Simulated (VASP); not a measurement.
Runs of VASP 6.6.1 on C. The structure is that of space group P-6m2 (No. 187), or close to it. The cells are those of the table. 

```tsv
cell	gap on the mesh (eV)	pressure (GPa)	largest force (eV/Å)
a = 2.510, b = 2.510, c = 16.261 Å, angles 90.0, 90.0, 60.0°, 16 atoms	3.83	(b)	13.53
a = 2.510, b = 2.510, c = 17.061 Å, angles 90.0, 90.0, 60.0°, 16 atoms	3.49	-4.5	2.54
a = 2.510, b = 2.510, c = 18.061 Å, angles 90.0, 90.0, 60.0°, 16 atoms	-	(c)	4.12
a = 2.510, b = 2.510, c = 17.561 Å, angles 90.0, 90.0, 60.0°, 16 atoms	-	-4.4	3.65
a = 2.510, b = 2.510, c = 16.811 Å, angles 90.0, 90.0, 60.0°, 16 atoms	4.71	-3.1	1.81
a = 2.510, b = 2.510, c = 17.311 Å, angles 90.0, 90.0, 60.0°, 16 atoms	2.32	(a)	3.20
```

Alike in all rows: task single point; level r2SCAN; potentials or basis VASP PAW PBE potentials, release 64 (C); no spin polarisation; k mesh 10 × 10 × 2; cutoff (eV) 520; smearing gaussian 0.05 eV.

Question: Fill in the values left out.

Answer: (a) -4.7; (b) 15.9; (c) -3.2.

Caveats: the PAW data sets were made with another functional, which shifts forces and pressure a little; the cell stands under tension (at least some runs); the cell stands under pressure (at least some runs).

A k mesh can miss the band edges.
